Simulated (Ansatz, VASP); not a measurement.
**One calculation of Lu4Pd, two programs**

```xyz
5
Lattice="5.3407 0.0000 0.0000 0.0000 5.3407 0.0000 0.0000 0.0000 5.3407" Properties=species:S:1:pos:R:3 pbc="T T T"
Lu    0.0000    2.6703    2.6703
Lu    2.6703    0.0000    2.6703
Lu    2.6703    2.6703    0.0000
Lu    0.0000    0.0000    0.0000
Pd    2.6703    2.6703    2.6703
```

Alike in both runs: task single point; functional PBE; k mesh 4 × 4 × 4; occupations gaussian, width 0.1 eV; collinear spin.

```csv
,VASP,Ansatz
version,VASP 6.6.1,Ansatz 0.2.0
potentials or method,"VASP PAW PBE potentials, release 64 (Lu, Pd), cutoff 520 eV","scalar-relativistic, plane waves, PAW"
valence electrons in the cell,110,118
```

```tsv
	VASP	Ansatz	Ansatz less VASP
gap on the k mesh at the Fermi level (eV)	none	none	-
pressure (GPa)	0.1	0.1	-0.09
net moment per atom (μB)	0.00	0.00	0.000
```

A gap of «none» marks a metal or a gap that the smearing closes. VASP's potentials hold 110 valence electrons a cell and Ansatz's 118, so a difference there can come from the potentials and not from the codes. Ansatz's warnings: seeded moment not kept.

Spin-orbit coupling is off throughout.
